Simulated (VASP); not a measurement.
# Ru (Fd-3m) in VASP: notebook, part 2 of 2

VASP 6.6.1. The steps go on from the part before.

## 3. Single point, r2SCAN

This run uses another cell than the first one, of 19.84 Å³/atom.

Contents of POSCAR:

```
Ru
1.0
    0.0000000000      2.7071406684      2.7071406684
    2.7071406684      0.0000000000      2.7071406684
    2.7071406684      2.7071406684      0.0000000000
Ru
2
Direct
    0.1250000000      0.1250000000      0.1250000000
    0.8750000000      0.8750000000      0.8750000000
```

Contents of INCAR.step1:

```
ALGO = Normal
EDIFF = 1E-4
ENCUT = 520
GGA = PE
ISMEAR = -1
LASPH = True
LCHARG = False
LREAL = False
LWAVE = True
NBANDS = 21
NELM = 100
PREC = Accurate
SIGMA = 0.1
```

Contents of INCAR.step2:

```
ALGO = Normal
EDIFF = 1E-6
ENCUT = 520
ISIF = 2
ISMEAR = -1
ISTART = 1
LASPH = True
LCHARG = False
LMIXTAU = True
LREAL = False
LWAVE = False
METAGGA = R2SCAN
NBANDS = 21
NELM = 100
PREC = Accurate
SIGMA = 0.1
```

Contents of KPOINTS:

```
k-points
0
Gamma
  16 16 16
```

Potentials or basis: VASP PAW PBE potentials, release 64 (Ru_pv).

Command:

```
$ cat potpaw_PBE.64/Ru_pv/POTCAR > POTCAR
$ cp INCAR.step1 INCAR
$ mpirun -np 1 vasp_std > vasp.out
$ cp INCAR.step2 INCAR
$ mpirun -np 1 vasp_std > vasp.out
```

OUTCAR:

```text
EDIFF = 1E-6
   ENCUT = 520
   ISIF = 2
   ISMEAR = -1
   ISTART = 1
   LASPH = True
   LREAL = False
   METAGGA = R2SCAN
   NELM = 100
   PREC = Accurate

 ion  position               nearest neighbor table
   1  0.125  0.125  0.125-   2 2.34   2 2.34   2 2.34   2 2.34
   2  0.875  0.875  0.875-   1 2.34   1 2.34   1 2.34   1 2.34

  LATTYP: Found a face centered cubic cell.
 ALAT       =     5.4142813368

  Lattice vectors:

 A1 = (   0.0000000000,   2.7071406684,   2.7071406684)
 A2 = (   2.7071406684,   0.0000000000,   2.7071406684)
 A3 = (   2.7071406684,   2.7071406684,   0.0000000000)

Analysis of symmetry for initial positions (statically):
=====================================================================
 Subroutine PRICEL returns:
 Original cell was already a primitive cell.

 Routine SETGRP: Setting up the symmetry group for a
 face centered cubic supercell.

 Subroutine GETGRP returns: Found 48 space group operations
 (whereof 12 operations were pure point group operations)
 out of a pool of 48 trial point group operations.
[... 159 lines left out ...]
  ---------------------------------------------------
  free energy    TOTEN  =       -48.56769638 eV

  energy without entropy =      -48.51045308  energy(sigma->0) =      -48.53907473

 E-fermi :   7.2447     XC(G=0): -12.2472

 val. band max:        7.2399205084   @ k =   0.3125   0.1250   0.0625
 cond. band min:       7.2458820225   @ k =   0.4375   0.3125   0.1250
 fundamental gap:      0.0059615141
 Fermi energy:         7.2447048868

 k-point     1 :       0.0000    0.0000    0.0000
  band No.  band energies     occupation
      1     -37.3704      2.00000
      2     -37.3704      2.00000
      3     -37.3704      2.00000
      4     -36.3671      2.00000
      5     -36.3671      2.00000
      6     -36.3671      2.00000
[... 565 lines left out ...]
     20      19.1455      0.00000
     21      19.8061      0.00000

 [... further k-points ...]

------------------------ aborting loop because EDIFF is reached ----------------------------------------

  FORCE on cell =-STRESS in cart. coord.  units (eV):
  Direction    XX          YY          ZZ          XY          YZ          ZX
  --------------------------------------------------------------------------------------
  -------------------------------------------------------------------------------------
  Total        0.2052516      0.2052516      0.2052516     -0.0000000      0.0000000      0.0000000
  in kB        8.2877130      8.2877130      8.2877130     -0.0000000      0.0000000      0.0000000
  external PRESSURE =       8.2877130 kB  Pullay stress =       0.0000000 kB

 VOLUME and BASIS-vectors are now :
 -----------------------------------------------------------------------------
  energy-cutoff  :      520.00
  volume of cell :       39.68
      direct lattice vectors                 reciprocal lattice vectors
     0.000000000  2.707140668  2.707140668    -0.184696719  0.184696719  0.184696719
     2.707140668  0.000000000  2.707140668     0.184696719 -0.184696719  0.184696719
     2.707140668  2.707140668  0.000000000     0.184696719  0.184696719 -0.184696719

 POSITION                                       TOTAL-FORCE (eV/Angst)
 -----------------------------------------------------------------------------------
      0.67679      0.67679      0.67679         0.000000     -0.000000     -0.000000
      4.73750      4.73750      4.73750        -0.000000      0.000000      0.000000
 -----------------------------------------------------------------------------------
    total drift:                                0.000000     -0.000000     -0.000000

  FREE ENERGIE OF THE ION-ELECTRON SYSTEM (eV)
  ---------------------------------------------------
  free  energy   TOTEN  =       -48.5676963815 eV

  energy  without entropy=      -48.5104530831  energy(sigma->0) =      -48.53907473
```

OSZICAR.step1:

```text
N       E                     dE             d eps       ncg     rms          rms(c)
DAV:   1     0.284711706297E+03    0.28471E+03   -0.17440E+04  6090   0.139E+03
DAV:   2    -0.111385176668E+02   -0.29585E+03   -0.28619E+03  6493   0.421E+02
DAV:   3    -0.165833322571E+02   -0.54448E+01   -0.54090E+01  6835   0.650E+01
DAV:   4    -0.166329010654E+02   -0.49569E-01   -0.49558E-01  8224   0.557E+00
DAV:   5    -0.166333191974E+02   -0.41813E-03   -0.41808E-03  7052   0.457E-01    0.122E+01
DAV:   6    -0.161471268479E+02    0.48619E+00   -0.14047E+00  6340   0.107E+01    0.430E+00
DAV:   7    -0.161165171019E+02    0.30610E-01   -0.53774E-02  7420   0.204E+00    0.171E+00
DAV:   8    -0.161092263245E+02    0.72908E-02   -0.12549E-02  6310   0.924E-01    0.112E-01
DAV:   9    -0.161092586776E+02   -0.32353E-04   -0.25130E-04  6557   0.156E-01
   1 F= -.16109259E+02 E0= -.16079010E+02  d E =-.604971E-01
```

It took 3.4 min on 1 thread of AMD EPYC 9R45 (Zen 5), shared host; peak memory 0.2 GiB.

What came out:

```
Free energy            : -48.5677 eV
Pressure               : 0.8 GPa
Band gap on the k mesh : zero (bands 14 and 15 overlap by 0.89 eV)
```

Levels at points of the mesh, in eV from the Fermi level:
```
           k point  band 11  band 12  band 13  band 14  band 15  band 16  band 17  band 18
(0.00, 0.00, 0.00)    -3.46    -3.46    -0.46    -0.46    -0.46     1.97     1.97     9.01
(0.50, 0.00, 0.00)    -3.72    -3.38    -0.37     0.20     0.20     1.53     1.53     3.33
(0.50, 0.50, 0.00)    -1.49    -1.49    -1.39    -1.39     1.84     1.84     3.65     3.65
```

Caveat: the PAW data sets were made with another functional, which shifts forces and pressure a little.

## 4. Relaxation of cell and atoms, r2SCAN

This run uses another cell than the first one, of 18.30 Å³/atom.

Contents of POSCAR:

```
Ru
1.0
    0.0000000000      2.6351714020      2.6351714020
    2.6351714020      0.0000000000      2.6351714020
    2.6351714020      2.6351714020      0.0000000000
Ru
2
Direct
    0.1250000000      0.1250000000      0.1250000000
    0.8750000000      0.8750000000      0.8750000000
```

Contents of INCAR.step1:

```
ALGO     = Normal         # electronic algorithm
EDIFF    = 1E-4           # SCF threshold, eV
ENCUT    = 600            # plane-wave cutoff, eV
GGA      = PE             # functional
ISMEAR   = -1             # smearing method
LASPH    = T              # aspherical terms in the spheres
LCHARG   = F              # write CHGCAR
LREAL    = F              # projectors in reciprocal space
LWAVE    = T              # write WAVECAR
NELM     = 60             # most SCF steps
PREC     = Accurate       # precision mode
SIGMA    = 0.1            # smearing width, eV
```

Contents of INCAR.step2:

```
ALGO     = Normal         # electronic algorithm
EDIFF    = 1E-6           # SCF threshold, eV
EDIFFG   = -0.01          # ionic threshold
ENCUT    = 600            # plane-wave cutoff, eV
IBRION   = 2              # ionic algorithm
ISIF     = 3              # what is computed and relaxed
ISMEAR   = -1             # smearing method
ISTART   = 1            
LASPH    = T              # aspherical terms in the spheres
LCHARG   = F              # write CHGCAR
LMIXTAU  = T            
LREAL    = F              # projectors in reciprocal space
LWAVE    = F              # write WAVECAR
METAGGA  = R2SCAN         # meta-GGA
NELM     = 60             # most SCF steps
NSW      = 80             # ionic steps
PREC     = Accurate       # precision mode
SIGMA    = 0.1            # smearing width, eV
```

Contents of KPOINTS:

```
k-points
0
Gamma
  10 10 10
```

Command:

```
$ cat potpaw_PBE.64/Ru_pv/POTCAR > POTCAR
$ cp INCAR.step1 INCAR
$ mpirun -np 1 vasp_std > vasp.out
$ cp INCAR.step2 INCAR
$ mpirun -np 1 vasp_std > vasp.out
```

Run time: 11 min. Hardware: 1 thread of AMD EPYC 9R45 (Zen 5), shared host; peak memory 0.17 GiB.

Results (log left out):

| Quantity | Value |
| --- | --- |
| Free energy | -48.5656 eV |
| Relaxed volume | 19.92 Å³/atom |
| Relaxed cell | a = 3.834 Å, b = 3.834 Å, c = 3.834 Å, α = 60.00°, β = 60.00°, γ = 60.00° |
| Space group after relaxing (to 0.1 Å) | Fd-3m (No. 227) |
| Energy gained by relaxing | 87.4 meV/atom |
| Ionic steps | 17 |
| Pressure after relaxing | 0.1 GPa |
| Band gap on the k mesh | zero (bands 14 and 15 overlap by 0.99 eV) |

The path:
```tsv
step	energy change (eV)	largest force (eV/Å)	pressure (GPa)	volume (Å³)
1	0.0000	0.0000	18.65	36.60
2	0.6205	0.0000	-22.49	49.08
3	-0.1737	0.0000	-1.17	40.12
4	-0.1747	0.0000	-0.15	39.89
5	-0.1747	0.0000	0.16	39.82
6	-0.1747	0.0000	0.17	39.82
7	-0.1747	0.0000	0.15	39.82
8	-0.1747	0.0000	0.14	39.82
9	-0.1747	0.0000	0.14	39.83
10	-0.1747	0.0000	0.15	39.83
11	-0.1747	0.0000	0.15	39.83
12	-0.1747	0.0000	0.15	39.83
13	-0.1747	0.0000	0.15	39.83
14	-0.1747	0.0000	0.15	39.83
15	-0.1747	0.0000	0.13	39.83
16	-0.1747	0.0000	0.11	39.84
17	-0.1747	0.0000	0.08	39.85
```

Final structure:
```cif
data_structure
_symmetry_space_group_name_H-M 'P 1'
_symmetry_Int_Tables_number 1
_cell_length_a 3.8339
_cell_length_b 3.8339
_cell_length_c 3.8339
_cell_angle_alpha 60.000
_cell_angle_beta 60.000
_cell_angle_gamma 60.000
_cell_volume 39.85
loop_
_atom_site_label
_atom_site_type_symbol
_atom_site_fract_x
_atom_site_fract_y
_atom_site_fract_z
_atom_site_occupancy
Ru1 Ru 0.12500 0.12500 0.12500 1
Ru2 Ru 0.87500 0.87500 0.87500 1
```

Levels at points of the mesh, in eV from the Fermi level:
```tsv
k point	band 12	band 13	band 14	band 15	band 16	band 17
(0.00, 0.00, 0.00)	-3.45	-0.46	-0.46	-0.46	1.95	1.95
(0.50, 0.00, 0.00)	-3.37	-0.37	0.20	0.20	1.51	1.51
(0.50, 0.50, 0.00)	-1.49	-1.39	-1.39	1.83	1.83	3.63
```

Caveat: the PAW data sets were made with another functional, which shifts forces and pressure a little.

## 5. Single point, r2SCAN, non-collinear spin, zero start, spin-orbit coupling

This run uses another cell than the first one, of 19.84 Å³/atom.

Contents of POSCAR:

```
Ru
1.0
    0.0000000000      2.7071406684      2.7071406684
    2.7071406684      0.0000000000      2.7071406684
    2.7071406684      2.7071406684      0.0000000000
Ru
2
Direct
    0.1250000000      0.1250000000      0.1250000000
    0.8750000000      0.8750000000      0.8750000000
```

Contents of INCAR.step1:

```
ALGO = Normal
EDIFF = 1E-4
ENCUT = 520
GGA = PE
GGA_COMPAT = False
ISMEAR = -1
LASPH = True
LCHARG = False
LMAXMIX = 4
LREAL = False
LSORBIT = True
LWAVE = True
MAGMOM = 0 0 0 0 0 0
NBANDS = 40
NELM = 150
PREC = Accurate
SIGMA = 0.1
```

Contents of INCAR.step2:

```
ALGO = Normal
EDIFF = 1E-6
ENCUT = 520
GGA_COMPAT = False
ISIF = 2
ISMEAR = -1
ISTART = 1
LASPH = True
LCHARG = True
LMAXMIX = 4
LMIXTAU = True
LORBIT = 11
LORBMOM = True
LREAL = False
LSORBIT = True
LVHAR = True
LWAVE = False
MAGMOM = 0 0 0 0 0 0
METAGGA = R2SCAN
NBANDS = 40
NELM = 150
PREC = Accurate
SIGMA = 0.1
```

KPOINTS is that of step 4.

Potentials or basis: VASP PAW PBE potentials, release 64 (Ru_pv).

Command:

```
$ cat potpaw_PBE.64/Ru_pv/POTCAR > POTCAR
$ cp INCAR.step1 INCAR
$ mpirun -np 1 vasp_ncl > vasp.out
$ cp INCAR.step2 INCAR
$ mpirun -np 1 vasp_ncl > vasp.out
```

OUTCAR:

```text
EDIFF = 1E-6
   ENCUT = 520
   ISIF = 2
   ISMEAR = -1
   ISTART = 1
   LASPH = True
   LORBIT = 11
   LREAL = False
   LSORBIT = True
   METAGGA = R2SCAN
   NELM = 150
   PREC = Accurate

 ion  position               nearest neighbor table
   1  0.125  0.125  0.125-   2 2.34   2 2.34   2 2.34   2 2.34
   2  0.875  0.875  0.875-   1 2.34   1 2.34   1 2.34   1 2.34

  LATTYP: Found a face centered cubic cell.
 ALAT       =     5.4142813368

  Lattice vectors:

 A1 = (   0.0000000000,   2.7071406684,   2.7071406684)
 A2 = (   2.7071406684,   0.0000000000,   2.7071406684)
 A3 = (   2.7071406684,   2.7071406684,   0.0000000000)

Analysis of symmetry for initial positions (statically):
=====================================================================
 Subroutine PRICEL returns:
 Original cell was already a primitive cell.

 Routine SETGRP: Setting up the symmetry group for a
 face centered cubic supercell.

 Subroutine GETGRP returns: Found 48 space group operations
 (whereof 12 operations were pure point group operations)
 out of a pool of 48 trial point group operations.

The static configuration has the point symmetry D_3d.
 The point group associated with its full space group is O_h .

Analysis of symmetry for dynamics (positions and initial velocities):
=====================================================================
 Subroutine PRICEL returns:
 Original cell was already a primitive cell.

 Routine SETGRP: Setting up the symmetry group for a
 face centered cubic supercell.

 Subroutine GETGRP returns: Found 48 space group operations
 (whereof 12 operations were pure point group operations)
 out of a pool of 48 trial point group operations.

The dynamic configuration has the point symmetry D_3d.
 The point group associated with its full space group is O_h .

Analysis of structural, dynamic, and magnetic symmetry:
=====================================================================
 Subroutine PRICEL returns:
 Original cell was already a primitive cell.
[... 1245 lines left out ...]
  1        -0.000   0.000   0.000
  2        -0.000  -0.000  -0.000
 ----------------------------------------
           -0.000   0.000   0.000

 orbital moment (z)

 # of ion     p       d       tot
 ----------------------------------------
  1         0.000   0.000   0.000
  2         0.000   0.000   0.000
 ----------------------------------------
            0.000   0.000   0.000

 Spin-Orbit-Coupling matrix elements

 Ion:    1  E_soc:     -0.2611237
 l=   1
     0.0000000    -0.0360338    -0.0360338
    -0.0360338     0.0000000    -0.0360338
    -0.0360338    -0.0360338     0.0000000
 l=   2
     0.0000000    -0.0016672     0.0000000    -0.0016672    -0.0058197
    -0.0016672     0.0000000    -0.0043648    -0.0016672    -0.0014549
     0.0000000    -0.0043648     0.0000000    -0.0043648     0.0000000
    -0.0016672    -0.0016672    -0.0043648     0.0000000    -0.0014549
    -0.0058197    -0.0014549     0.0000000    -0.0014549     0.0000000
 l=   3
     0.0000000     0.0000000     0.0000000     0.0000000     0.0000000     0.0000000     0.0000000
     0.0000000     0.0000000     0.0000000     0.0000000     0.0000000     0.0000000     0.0000000
     0.0000000     0.0000000     0.0000000     0.0000000     0.0000000     0.0000000     0.0000000
     0.0000000     0.0000000     0.0000000     0.0000000     0.0000000     0.0000000     0.0000000
     0.0000000     0.0000000     0.0000000     0.0000000     0.0000000     0.0000000     0.0000000
     0.0000000     0.0000000     0.0000000     0.0000000     0.0000000     0.0000000     0.0000000
     0.0000000     0.0000000     0.0000000     0.0000000     0.0000000     0.0000000     0.0000000

 Ion:    2  E_soc:     -0.2611237
 l=   1
     0.0000000    -0.0360338    -0.0360338
    -0.0360338     0.0000000    -0.0360338
    -0.0360338    -0.0360338     0.0000000
 l=   2
     0.0000000    -0.0016672     0.0000000    -0.0016672    -0.0058197
    -0.0016672     0.0000000    -0.0043648    -0.0016672    -0.0014549
     0.0000000    -0.0043648     0.0000000    -0.0043648     0.0000000
    -0.0016672    -0.0016672    -0.0043648     0.0000000    -0.0014549
    -0.0058197    -0.0014549     0.0000000    -0.0014549     0.0000000
 l=   3
     0.0000000     0.0000000     0.0000000     0.0000000     0.0000000     0.0000000     0.0000000
     0.0000000     0.0000000     0.0000000     0.0000000     0.0000000     0.0000000     0.0000000
     0.0000000     0.0000000     0.0000000     0.0000000     0.0000000     0.0000000     0.0000000
     0.0000000     0.0000000     0.0000000     0.0000000     0.0000000     0.0000000     0.0000000
     0.0000000     0.0000000     0.0000000     0.0000000     0.0000000     0.0000000     0.0000000
     0.0000000     0.0000000     0.0000000     0.0000000     0.0000000     0.0000000     0.0000000
     0.0000000     0.0000000     0.0000000     0.0000000     0.0000000     0.0000000     0.0000000

 total charge

# of ion       s       p       d       tot
------------------------------------------
    1        0.461   6.217   6.121  12.799
    2        0.461   6.217   6.121  12.799
--------------------------------------------------
tot          0.922  12.434  12.241  25.598

 magnetization (x)

# of ion       s       p       d       tot
------------------------------------------
    1        0.000   0.000   0.000   0.000
    2        0.000   0.000   0.000   0.000
--------------------------------------------------
tot          0.000   0.000   0.000   0.000

 magnetization (y)

# of ion       s       p       d       tot
------------------------------------------
    1        0.000   0.000   0.000   0.000
    2        0.000   0.000   0.000   0.000
--------------------------------------------------
tot          0.000   0.000   0.000   0.000

 magnetization (z)

# of ion       s       p       d       tot
------------------------------------------
    1       -0.000   0.000   0.000  -0.000
    2       -0.000   0.000   0.000  -0.000
--------------------------------------------------
tot         -0.000   0.000   0.000  -0.000
```

Run time: 18 min. Hardware: 1 thread of Oxide Virtual Turin-like, shared host; peak memory 0.3 GiB.

Results:

* Free energy: -48.8307 eV
* Pressure: 1.0 GPa
* Net moment: 0.00 μB per cell
* Valence electrons inside the program's atomic spheres: Ru 12.80

Moments on the atoms (μB; x, y, z):
```
Ru  0.00 0.00 0.00
Ru  0.00 0.00 0.00
```

Caveat: the PAW data sets were made with another functional, which shifts forces and pressure a little.

## 6. The runs side by side

| task | spin | cell | k mesh | cutoff (eV) | gap on the mesh (eV) | pressure (GPa) |
| --- | --- | --- | --- | --- | --- | --- |
| single point | off | a = 3.976 Å, angles 60.0°, 2 atoms | 11 × 11 × 11 | 520 | none | -15.0 |
| single point | off | a = 3.828 Å, angles 60.0°, 2 atoms | 16 × 16 × 16 | 520 | none | 0.8 |
| relaxation of cell and atoms | off | relaxed from a = 3.727 Å, angles 60.0°, 2 atoms | 10 × 10 × 10 | 600 | none | 0.1 |
| single point | non-collinear, zero start, SOC | a = 3.828 Å, angles 60.0°, 2 atoms | 10 × 10 × 10 | 520 | - | 1.0 |

Alike in all rows: level r2SCAN; potentials or basis VASP PAW PBE potentials, release 64 (Ru_pv); smearing fermi-dirac 0.1 eV.

Caveats: the PAW data sets were made with another functional, which shifts forces and pressure a little; the cell stands under tension (at least some runs).

Total energies depend on the potentials used, so only differences within one code and one set of settings carry meaning.

The gap in the log of VASP goes by the Fermi energy; the results here count the filled bands.